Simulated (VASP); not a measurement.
# NiSb (Breithauptite) (P6_3/mmc) in VASP: notebook

Runs on NiSb (Breithauptite). Level: PBE. Tasks: single point.

Program: VASP 6.6.1. These are calculated values, not measurements. Logs are shortened: lines on timing, memory, paths and dates and some standing lists are left out, and cuts for length are marked.

### 1 The cell of the first run

It takes space group P6_3/mmc (No. 194, hexagonal). Conventional cell: a = 3.928 Å, b = 3.928 Å, c = 5.120 Å, α = 90.00°, β = 90.00°, γ = 120.00°. Sb (site symmetry -6m2) has 6 Ni at 2.60 Å within 3.4 Å. Within 3.4 Å of Ni (site symmetry -3m) lie 2 Ni at 2.56 Å and 6 Sb at 2.60 Å.

### 2 Single point, PBE, collinear spin, ferromagnetic start

INCAR reads:

```
SYSTEM = NiSb
  ALGO = Normal
  EDIFF = 1E-7
  ENCUT = 520
  GGA = PE
  ISIF = 2
  ISMEAR = -1
  ISPIN = 2
  LASPH = .TRUE.
  LCHARG = .FALSE.
  LMAXMIX = 4
  LORBIT = 11
  LREAL = .FALSE.
  LWAVE = .FALSE.
  MAGMOM = 0 0 0.25 0.25
  NBANDS = 27
  NELM = 150
  NUPDOWN = 0.5
  PREC = Accurate
  SIGMA = 0.05
```

KPOINTS reads:

```
k-points
0
G
  7 7 5
  0 0 0
```

POSCAR reads:

```
NiSb
1.0
    3.9280000000      0.0000000000      0.0000000000
   -1.9640000000      3.4017477861      0.0000000000
    0.0000000000      0.0000000000      5.1200000000
Sb Ni
2 2
Direct
    0.6666666667      0.3333333333      0.7500000000
    0.3333333333      0.6666666667      0.2500000000
    0.0000000000      0.0000000000      0.5000000000
    0.0000000000      0.0000000000      0.0000000000
```

Potentials or basis: VASP PAW PBE potentials, release 64 (Sb, Ni).

Run with:

```bash
$ cat potpaw_PBE.64/Sb/POTCAR potpaw_PBE.64/Ni/POTCAR > POTCAR
$ mpirun -np 1 vasp_std > vasp.out
```

OUTCAR:

```text
SYSTEM = NiSb
   EDIFF = 1E-7
   ENCUT = 520
   GGA = PE
   ISIF = 2
   ISMEAR = -1
   ISPIN = 2
   LASPH = .TRUE.
   LORBIT = 11
   LREAL = .FALSE.
   NELM = 150
   NUPDOWN = 0.5
   PREC = Accurate

 ion  position               nearest neighbor table
   1  0.667  0.333  0.750-   3 2.60   4 2.60   3 2.60   4 2.60   3 2.60   4 2.60   2 3.42   2 3.42
                             2 3.42   2 3.42   2 3.42   2 3.42
   2  0.333  0.667  0.250-   3 2.60   4 2.60   3 2.60   4 2.60   3 2.60   4 2.60   1 3.42   1 3.42
                             1 3.42   1 3.42   1 3.42   1 3.42
   3  0.000  0.000  0.500-   4 2.56   4 2.56   1 2.60   2 2.60   1 2.60   2 2.60   1 2.60   2 2.60

   4  0.000  0.000  0.000-   3 2.56   3 2.56   1 2.60   2 2.60   1 2.60   2 2.60   1 2.60   2 2.60

  LATTYP: Found a hexagonal cell.
 ALAT       =     3.9280000000
 C/A-ratio  =     1.3034623218

  Lattice vectors:

 A1 = (   3.9280000000,   0.0000000000,   0.0000000000)
 A2 = (  -1.9640000000,   3.4017477861,   0.0000000000)
 A3 = (   0.0000000000,   0.0000000000,   5.1200000000)

Analysis of symmetry for initial positions (statically):
=====================================================================
 Subroutine PRICEL returns:
 Original cell was already a primitive cell.

 Routine SETGRP: Setting up the symmetry group for a
 hexagonal supercell.

 Subroutine GETGRP returns: Found 24 space group operations
 (whereof 12 operations were pure point group operations)
 out of a pool of 24 trial point group operations.

The static configuration has the point symmetry D_3d.
 The point group associated with its full space group is D_6h.

Analysis of symmetry for dynamics (positions and initial velocities):
=====================================================================
 Subroutine PRICEL returns:
 Original cell was already a primitive cell.

 Routine SETGRP: Setting up the symmetry group for a
 hexagonal supercell.

 Subroutine GETGRP returns: Found 24 space group operations
 (whereof 12 operations were pure point group operations)
 out of a pool of 24 trial point group operations.

The dynamic configuration has the point symmetry D_3d.
 The point group associated with its full space group is D_6h.

Analysis of structural, dynamic, and magnetic symmetry:
=====================================================================
 Subroutine PRICEL returns:
 Original cell was already a primitive cell.

 Routine SETGRP: Setting up the symmetry group for a
 hexagonal supercell.

 Subroutine GETGRP returns: Found 24 space group operations
 (whereof 12 operations were pure point group operations)
 out of a pool of 24 trial point group operations.

The overall configuration has the point symmetry D_3d.
 The point group associated with its full space group is D_6h.

 Subroutine INISYM returns: Found 24 space group operations
 (whereof 12 operations are pure point group operations),
 and found     1 'primitive' translations

----------------------------------------------------------------------------------------

                                     Primitive cell

  volume of cell :      68.4138

  direct lattice vectors                    reciprocal lattice vectors
     3.928000000  0.000000000  0.000000000     0.254582485  0.146983266  0.000000000
    -1.964000000  3.401747786  0.000000000     0.000000000  0.293966532  0.000000000
     0.000000000  0.000000000  5.120000000     0.000000000  0.000000000  0.195312500

  length of vectors
     3.928000000  3.928000000  5.120000000     0.293966532  0.293966532  0.195312500

  position of ions in fractional coordinates (direct lattice)
     0.666666667  0.333333333  0.750000000
     0.333333333  0.666666667  0.250000000
     0.000000000  0.000000000  0.500000000
     0.000000000  0.000000000  0.000000000

  ion indices of the primitive-cell ions
   primitive index   ion index
                 1           1
                 2           2
                 3           3
                 4           4

----------------------------------------------------------------------------------------

 KPOINTS: k-points

Automatic generation of k-mesh.
 Grid dimensions read from file:
 generate k-points for:    7    7    5

 Generating k-lattice:

  Cartesian coordinates                     Fractional coordinates (reciprocal lattice)
     0.036368926  0.020997609  0.000000000     0.142857143  0.000000000  0.000000000
     0.000000000  0.041995219  0.000000000     0.000000000  0.142857143  0.000000000
     0.000000000  0.000000000  0.039062500     0.000000000  0.000000000  0.200000000

  Length of vectors
     0.041995219  0.041995219  0.039062500

  Shift w.r.t. Gamma in fractional coordinates (k-lattice)
     0.000000000  0.000000000  0.000000000

 Subroutine IBZKPT returns following result:
 ===========================================

 Found     24 irreducible k-points:

 Following reciprocal coordinates:
            Coordinates               Weight
  0.000000  0.000000  0.000000      1.000000
  0.142857 -0.000000  0.000000      6.000000
  0.285714 -0.000000  0.000000      6.000000
  0.428571  0.000000  0.000000      6.000000
  0.142857  0.142857  0.000000      6.000000
  0.285714  0.142857  0.000000     12.000000
[... 16 lines left out ...]
  0.428571  0.142857  0.400000     12.000000
  0.285714  0.285714  0.400000     12.000000
   k-points           NKPTS =     24   k-points in BZ     NKDIM =     24   number of bands    NBANDS=     27
   number of dos      NEDOS =    301   number of ions     NIONS =      4
   total plane-waves  NPLWV =  36000
   dimension x,y,z NGX =    30 NGY =   30 NGZ =   40
   dimension x,y,z NGXF=    60 NGYF=   60 NGZF=   80
   ions per type =               2   2
   NGX,Y,Z   is equivalent  to a cutoff of  12.70, 12.70, 12.99 a.u.
   NGXF,Y,Z  is equivalent  to a cutoff of  25.39, 25.39, 25.98 a.u.
 SYSTEM =  NiSb
   PREC   = accura    normal or accurate (medium, high low for compatibility)
   ISTART =      0    job   : 0-new  1-cont  2-samecut
   ICHARG =      2    charge: 1-file 2-atom 10-const
   ISPIN  =      2    spin polarized calculation?
   LNONCOLLINEAR =      F non collinear calculations
   LSORBIT =      F    spin-orbit coupling
   LASPH  =      T    aspherical Exc in radial PAW
   ENCUT  =  520.0 eV  38.22 Ry    6.18 a.u.   7.30  7.30  9.52*2*pi/ulx,y,z
   NELM   =    150;   NELMIN=  2; NELMDL= -5     # of ELM steps
   EDIFF  = 0.1E-06   stopping-criterion for ELM
   LREAL  =      F    real-space projection
   EDIFFG = 0.1E-05   stopping-criterion for IOM
   NSW    =      0    number of steps for IOM
   IBRION =     -1    ionic relax: 0-MD 1-quasi-New 2-CG
   NFREE  =      0    steps in history (QN), initial steepest desc. (CG)
   ISIF   =      2    stress and relaxation
   ISYM   =      2    0-nonsym 1-usesym 2-fastsym
   POTIM  = 0.5000    time-step for ionic-motion
   TEBEG  =    0.0;   TEEND  =   0.0 temperature during run
   PSTRESS=    0.0 pullay stress
   NELECT =      30.0000    total number of electrons
   NUPDOWN=       0.5000    fix difference up-down
   EMIN   =  10.00;   EMAX   =-10.00  energy-range for DOS
   EFERMI =   0.00;   METHOD = LEGACY
   ISMEAR =    -1;   SIGMA  =   0.05  broadening in eV -4-tet -1-fermi 0-gaus
   EFERMI_NEDOS =   21; number of points for ismear=-14 and -15
   IALGO  =     38    algorithm
   IMIX   =      4    mixing-type and parameters
     AMIX     =   0.40;   BMIX     =  1.00
     AMIX_MAG =   1.60;   BMIX_MAG =  1.00
  volume/ion in A,a.u.               =      17.10       115.42
  Fermi-wavevector in a.u.,A,eV,Ry     =   1.243753  2.350352 21.047138  1.546921
  Thomas-Fermi vector in A             =   2.378050
   LORBIT       =     11    0 simple, 1 ext, 2 COOP (PROOUT), +10 PAW based schemes
   GGA     = PE    functional components
   LHFCALC =     F    Hartree Fock is set to
   AEXX    =    0.0000 exact exchange contribution
   IVDW    =     0    specifies the selected vdW correction
   LEPSILON=     F    determine dielectric tensor
   LRPA    =     F    only Hartree local field effects (RPA)
 spin polarized calculation
  energy-cutoff  :      520.00
  volume of cell :       68.41
 maximum number of plane-waves:      1867
 NGX is ok and might be reduce to    30
   NGX = 15   NGY = 15   NGZ = 19

 number of electron      30.0000034 magnetization       0.5000001

 Free energy of the ion-electron system (eV)
  ---------------------------------------------------
  ext. energy  EPLUGINS =         0.00000000
  ---------------------------------------------------
  free energy    TOTEN  =       -20.25168375 eV

  energy without entropy =      -20.23046956  energy(sigma->0) =      -20.24107665

 E-fermi :   9.9062     XC(G=0): -11.5316

 val. band max:       10.2208893512   @ k =   0.2857  -0.0000   0.4000
 cond. band min:       9.9221758244   @ k =   0.2857   0.1429   0.4000
 fundamental gap:     -0.2987135268
 Fermi energy:        10.2378342545

 spin component 1

 k-point     1 :       0.0000    0.0000    0.0000
  band No.  band energies     occupation
      1      -2.9531      1.00000
      2       1.6185      1.00000
      3       3.7641      1.00000
      4       6.0527      1.00000
      5       6.0527      1.00000
      6       6.7548      1.00000
[... 709 lines left out ...]
     26      20.2827      0.00000
     27      20.9012      0.00000
 Fermi energy:         9.9061602013

 spin component 2

 k-point     1 :       0.0000    0.0000    0.0000
  band No.  band energies     occupation
      1      -2.9039      1.00000
      2       1.6623      1.00000
      3       3.8370      1.00000
      4       6.1818      1.00000
      5       6.1818      1.00000
      6       6.9475      1.00000
[... 709 lines left out ...]
     26      20.3384      0.00000
     27      20.9544      0.00000

------------------------ aborting loop because EDIFF is reached ----------------------------------------

  FORCE on cell =-STRESS in cart. coord.  units (eV):
  Direction    XX          YY          ZZ          XY          YZ          ZX
  --------------------------------------------------------------------------------------
  -------------------------------------------------------------------------------------
  Total        1.9373868      1.9373868      1.3063438     -0.0000000      0.0000000      0.0000000
  in kB       45.3715242     45.3715242     30.5931738     -0.0000000      0.0000000      0.0000000
  external PRESSURE =      40.4454074 kB  Pullay stress =       0.0000000 kB

 VOLUME and BASIS-vectors are now :
 -----------------------------------------------------------------------------
  energy-cutoff  :      520.00
  volume of cell :       68.41
      direct lattice vectors                 reciprocal lattice vectors
     3.928000000  0.000000000  0.000000000     0.254582485  0.146983266  0.000000000
    -1.964000000  3.401747786  0.000000000     0.000000000  0.293966532  0.000000000
     0.000000000  0.000000000  5.120000000     0.000000000  0.000000000  0.195312500

 POSITION                                       TOTAL-FORCE (eV/Angst)
 -----------------------------------------------------------------------------------
      1.96400      1.13392      3.84000         0.000000     -0.000000      0.000000
     -0.00000      2.26783      1.28000        -0.000000      0.000000      0.000000
      0.00000      0.00000      2.56000        -0.000000     -0.000000      0.000000
      0.00000      0.00000      0.00000        -0.000000     -0.000000      0.000000
 -----------------------------------------------------------------------------------
    total drift:                               -0.000000      0.000000     -0.000000

  FREE ENERGIE OF THE ION-ELECTRON SYSTEM (eV)
  ---------------------------------------------------
  free  energy   TOTEN  =       -20.2516837545 eV

  energy  without entropy=      -20.2304695553  energy(sigma->0) =      -20.24107665

 total charge

# of ion       s       p       d       tot
------------------------------------------
    1        1.134   1.223   0.076   2.433
    2        1.134   1.223   0.076   2.433
    3        0.451   0.488   8.462   9.401
    4        0.451   0.488   8.462   9.401
--------------------------------------------------
tot          3.170   3.422  17.076  23.667

 magnetization (x)

# of ion       s       p       d       tot
------------------------------------------
    1        0.013   0.025   0.001   0.039
    2        0.013   0.025   0.001   0.039
    3        0.004   0.010   0.164   0.177
    4        0.004   0.010   0.164   0.177
--------------------------------------------------
tot          0.033   0.070   0.329   0.432
```

Run time: 3.1 min. Hardware: 1 thread of Oxide Virtual Turin-like, shared host; peak memory 0.21 GiB.

What came out:

```
Free energy                                           : -20.2517 eV
Pressure                                              : 4.0 GPa
Net moment                                            : 0.50 μB per cell
Site moments                                          : Sb +0.04; Ni +0.18 μB
Valence electrons inside the program's atomic spheres : Sb 2.43; Ni 9.40
```

Caveat: spin-orbit coupling is left out, which moves the levels of the heavy elements; the total moment is fixed, so each spin has its own Fermi level.

### 3 Single point, PBE, collinear spin, ferromagnetic start

INCAR reads:

```
SYSTEM = NiSb
PREC = Accurate
ENCUT = 520
EDIFF = 1E-6
ISMEAR = -1
SIGMA = 0.05
LREAL = .False.
LASPH = .True.
NELM = 150
ALGO = Normal
ISIF = 2
LWAVE = .False.
LCHARG = .False.
ISPIN = 2
MAGMOM = 0 0 0.5 0.5
LORBIT = 11
NUPDOWN = 1.0
LMAXMIX = 4
GGA = PE
NBANDS = 27
```

KPOINTS reads:

```
Automatic mesh
0
Gamma
  7 7 5
  0 0 0
```

POSCAR is that of step 2.

Potentials or basis: VASP PAW PBE potentials, release 64 (Sb, Ni).

Run with:

```bash
$ cat potpaw_PBE.64/Sb/POTCAR potpaw_PBE.64/Ni/POTCAR > POTCAR
$ mpirun -np 1 vasp_std > vasp.out
```

Run time: 2.7 min. Hardware: 1 thread of Oxide Virtual Turin-like, shared host; peak memory 0.21 GiB.

The run converged. Its results:

```
Free energy                                           : -20.1275 eV
Pressure                                              : 4.8 GPa
Net moment                                            : 1.00 μB per cell
Site moments                                          : Sb +0.08; Ni +0.34 μB
Valence electrons inside the program's atomic spheres : Sb 2.44; Ni 9.39
```

Stress tensor (GPa, compression positive):
```
5.53 0.00 0.00
0.00 5.53 0.00
0.00 0.00 3.26
```

Caveat: spin-orbit coupling is left out, which moves the levels of the heavy elements; the total moment is fixed, so each spin has its own Fermi level.

### 4 Single point, PBE, collinear spin, ferromagnetic start

INCAR reads:

```
SYSTEM = NiSb
  PREC = Accurate
  ENCUT = 520
  EDIFF = 1E-6
  ISMEAR = -1
  SIGMA = 0.05
  LREAL = .False.
  LASPH = .True.
  NELM = 150
  ALGO = Normal
  ISIF = 2
  LWAVE = .False.
  LCHARG = .False.
  ISPIN = 2
  MAGMOM = 0 0 0.75 0.75
  LORBIT = 11
  NUPDOWN = 1.5
  LMAXMIX = 4
  GGA = PE
  NBANDS = 27
```

KPOINTS reads:

```
regular mesh
0
Gamma
  7 7 5
  0 0 0
```

POSCAR is that of step 3.

Run with:

```bash
$ cat potpaw_PBE.64/Sb/POTCAR potpaw_PBE.64/Ni/POTCAR > POTCAR
$ mpirun -np 1 vasp_std > vasp.out
```

Run time: 2.1 min. Hardware: 1 thread of Oxide Virtual Turin-like, shared host; peak memory 0.21 GiB.

It converged, with:

| Item | Value |
| --- | --- |
| Free energy | -19.8934 eV |
| Pressure | 6.2 GPa |
| Net moment | 1.50 μB per cell |
| Site moments | Sb +0.13; Ni +0.50 μB |
| Valence electrons inside the program's atomic spheres | Sb 2.44; Ni 9.39 |

Stress tensor (GPa, compression positive):
```
6.76 0.00 0.00
0.00 6.76 0.00
0.00 0.00 4.97
```

Caveat: spin-orbit coupling is left out, which moves the levels of the heavy elements; the total moment is fixed, so each spin has its own Fermi level.

(Continued in part 2 of 2.)
